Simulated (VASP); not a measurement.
# I in VASP: notebook, part 2 of 2

VASP 6.6.1. Earlier steps stand in the parts before.

## Step 5: Single point, PBEsol (the cell strained at random)

Input file INCAR:

```
  PREC = Accurate
  ENCUT = 520
  EDIFF = 1E-7
  ISMEAR = -1
  SIGMA = 0.05
  LREAL = F
  LASPH = T
  NELM = 100
  ALGO = Normal
  ISIF = 2
  LWAVE = F
  LCHARG = T
  GGA = PS
  LELF = T
  LVHAR = T
  NBANDS = 10
```

Input file KPOINTS:

```
Automatic mesh
0
Gamma
  9 9 9
```

Input file POSCAR:

```
I
1.0
    0.0451600000      2.3495470000      3.8969690000
    2.2228140000      0.0462370000      3.8943150000
    2.2662770000      2.3854380000      0.0036060000
I
1
Direct
    0.0008870000      0.0058510000      0.0011680000
```

Potentials or basis: VASP PAW PBE potentials, release 64 (I).

Started as:

```
> cat potpaw_PBE.64/I/POTCAR > POTCAR
> mpirun -np 1 vasp_std > vasp.out
```

OUTCAR:

```text
PREC = Accurate
   ENCUT = 520
   EDIFF = 1E-7
   ISMEAR = -1
   LREAL = F
   LASPH = T
   NELM = 100
   ISIF = 2
   GGA = PS

 ion  position               nearest neighbor table
   1  0.001  0.006  0.001-

  Warning from LATTYP: Got some problem with cell dimensions!
  Tried to take original basis but could not verify dimensions!
  LATTYP: Found a triclinic cell.
 ALAT       =     4.5506898288
 B/A-ratio  =     1.7113196791
 C/A-ratio  =     0.6965464185
 COS(alpha) =     0.0016529400
 COS(beta)  =     0.3690726635
 COS(gamma) =     0.8570341745

  Lattice vectors:

 A1 = (  -0.0451600000,  -2.3495470000,  -3.8969690000)
 A2 = (  -0.0016970000,  -0.0103460000,  -7.7876780000)
 A3 = (   2.1776540000,  -2.3033100000,  -0.0026540000)

Analysis of symmetry for initial positions (statically):
=====================================================================
 Subroutine PRICEL returns:
 Original cell was already a primitive cell.

 Routine SETGRP: Setting up the symmetry group for a
 triclinic supercell.

 Subroutine GETGRP returns: Found  2 space group operations
 (whereof  1 operations were pure point group operations)
 out of a pool of  2 trial point group operations.

The static configuration has the point symmetry C_1 .
 The point group associated with its full space group is S_2 .

Analysis of symmetry for dynamics (positions and initial velocities):
=====================================================================
 Subroutine PRICEL returns:
 Original cell was already a primitive cell.

 Routine SETGRP: Setting up the symmetry group for a
 triclinic supercell.

 Subroutine GETGRP returns: Found  2 space group operations
 (whereof  1 operations were pure point group operations)
 out of a pool of  2 trial point group operations.

The dynamic configuration has the point symmetry C_1 .
 The point group associated with its full space group is S_2 .

[... 112 lines left out ...]
   EFERMI_NEDOS =   21; number of points for ismear=-14 and -15
   IALGO  =     38    algorithm
   IMIX   =      4    mixing-type and parameters
     AMIX     =   0.40;   BMIX     =  1.00
     AMIX_MAG =   1.60;   BMIX_MAG =  1.00
  volume/ion in A,a.u.               =      40.55       273.66
  Fermi-wavevector in a.u.,A,eV,Ry     =   0.911523  1.722529 11.304729  0.830874
  Thomas-Fermi vector in A             =   2.035812
   LORBIT       =      0    0 simple, 1 ext, 2 COOP (PROOUT), +10 PAW based schemes
   GGA     = PS    functional components
   LHFCALC =     F    Hartree Fock is set to
   AEXX    =    0.0000 exact exchange contribution
   IVDW    =     0    specifies the selected vdW correction
   LEPSILON=     F    determine dielectric tensor
   LRPA    =     F    only Hartree local field effects (RPA)
 non-spin polarized calculation
  energy-cutoff  :      520.00
  volume of cell :       40.55
 maximum number of plane-waves:      1107
 NGX is ok and might be reduce to    36
   NGX = 17   NGY = 17   NGZ = 13

 number of electron       7.0000000 magnetization

 Free energy of the ion-electron system (eV)
  ---------------------------------------------------
  ext. energy  EPLUGINS =         0.00000000
  ---------------------------------------------------
  free energy    TOTEN  =        -1.66293471 eV

  energy without entropy =       -1.65697975  energy(sigma->0) =       -1.65995723

 E-fermi :   3.4158     XC(G=0):  -8.4446

 val. band max:        3.4133539926   @ k =  -0.0000  -0.2222   0.1111
 cond. band min:       3.4269290312   @ k =   0.4444   0.3333   0.1111
 fundamental gap:      0.0135750387
 Fermi energy:         3.4158317149

 k-point     1 :       0.0000    0.0000    0.0000
  band No.  band energies     occupation
      1     -10.5250      2.00000
      2       1.4733      2.00000
      3       3.9155      0.00009
      4       4.6269      0.00000
      5       7.7652      0.00000
      6      10.7375      0.00000
      7      11.5786      0.00000
      8      15.0897      0.00000
      9      15.5205      0.00000
     10      16.0223      0.00000
[... 287 lines left out ...]
 k-point    24 :       0.0000    0.3333    0.0000
  band No.  band energies     occupation
      1      -9.4235      2.00000
      2      -0.6574      2.00000
      3       1.6589      2.00000
      4       4.6150      0.00000
      5       8.8291      0.00000
      6      11.5177      0.00000
      7      11.9827      0.00000
      8      15.1918      0.00000
      9      16.6231      0.00000
     10      17.0999      0.00000

 [... further k-points ...]
[... 5 lines left out ...]
  --------------------------------------------------------------------------------------
  -------------------------------------------------------------------------------------
  Total       -0.4293803     -0.5506130     -0.0964375      0.3642476     -0.0022376      0.0001780
  in kB      -16.9641846    -21.7539121     -3.8101061     14.3908899     -0.0884047      0.0070343
  external PRESSURE =     -14.1760676 kB  Pullay stress =       0.0000000 kB

 VOLUME and BASIS-vectors are now :
 -----------------------------------------------------------------------------
  energy-cutoff  :      520.00
  volume of cell :       40.55
      direct lattice vectors                 reciprocal lattice vectors
     0.045160000  2.349547000  3.896969000    -0.229071858  0.217435165  0.128169032
     2.222814000  0.046237000  3.894315000     0.229023162 -0.217777124  0.128647393
     2.266277000  2.385438000  0.003606000     0.221186111  0.209267740 -0.128734192

 POSITION                                       TOTAL-FORCE (eV/Angst)
 -----------------------------------------------------------------------------------
      0.01569      0.00514      0.02625         0.000000      0.000000     -0.000000
 -----------------------------------------------------------------------------------
    total drift:                                0.000000      0.000000     -0.000000

  FREE ENERGIE OF THE ION-ELECTRON SYSTEM (eV)
  ---------------------------------------------------
  free  energy   TOTEN  =        -1.6629347147 eV

  energy  without entropy=       -1.6569797464  energy(sigma->0) =       -1.65995723
```

It took 83 s on 1 thread of AMD EPYC 9R45 (Zen 5), shared host; peak memory 0.25 GiB.

Results:

```yaml
Free_energy: -1.6629 eV
Pressure: -1.4 GPa
```

Caveat: the cell differs from its parent crystal (the cell strained at random); the PAW data sets were made with another functional, which shifts forces and pressure a little; spin-orbit coupling is left out, which moves the levels of the heavy elements; an odd number of electrons without spin polarisation forces a metal; a magnetic or distorted state may lie lower.

## Step 6: Summary

```tsv
cell	gap on the mesh (eV)	pressure (GPa)
a = 4.600, b = 4.512, c = 3.247 Å, angles 70.6, 67.7, 41.7°, 1 atom	none	-1.8
a = 4.630, b = 4.541, c = 3.268 Å, angles 70.6, 67.7, 41.7°, 1 atom	none	-2.2
a = 4.659, b = 4.570, c = 3.288 Å, angles 70.6, 67.7, 41.7°, 1 atom	none	-2.5
a = 4.551, b = 4.484, c = 3.290 Å, angles 69.5, 67.5, 41.1°, 1 atom	none	-1.4
```

Alike in all rows: task single point; level PBEsol; potentials or basis VASP PAW PBE potentials, release 64 (I); no spin polarisation; k mesh 9 × 9 × 9; cutoff (eV) 520; smearing fermi-dirac 0.05 eV.

Caveats: the PAW data sets were made with another functional, which shifts forces and pressure a little; spin-orbit coupling is left out, which moves the levels of the heavy elements; an odd number of electrons without spin polarisation forces a metal; a magnetic or distorted state may lie lower.

Absolute energies hang on the potentials; compare differences alone.
